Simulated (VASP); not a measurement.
Crystal: Pd.

```
Pd
1.0
     0.00000    1.93950    1.93950
     1.93950    0.00000    1.93950
     1.93950    1.93950    0.00000
Pd
1
Cartesian
  0.0000 0.0000 0.0000
```

Base run:

* Program: VASP 6.6.1
* Functional: r2SCAN
* Potentials or basis: VASP PAW PBE potentials, release 64 (Pd)
* Cutoff: 550 eV
* k mesh: 13 × 13 × 13
* Occupations: fermi-dirac, width 0.1 eV
* Spin: no spin polarisation

Its results: band gap on the k mesh zero (band 5 reaches 10.07 eV, above the bottom of band 6 at 8.41 eV); pressure 5.5 GPa.

Problem. The run is repeated on the same cell with these changes: k mesh from 13 × 13 × 13 to 7 × 7 × 7. What comes out?

Solution. Band gap on the k mesh zero (band 5 reaches 9.99 eV, above the bottom of band 6 at 8.43 eV); pressure 6.0 GPa.

Caveats: some runs use coarse meshes; the PAW data sets were made with another functional, which shifts forces and pressure a little.
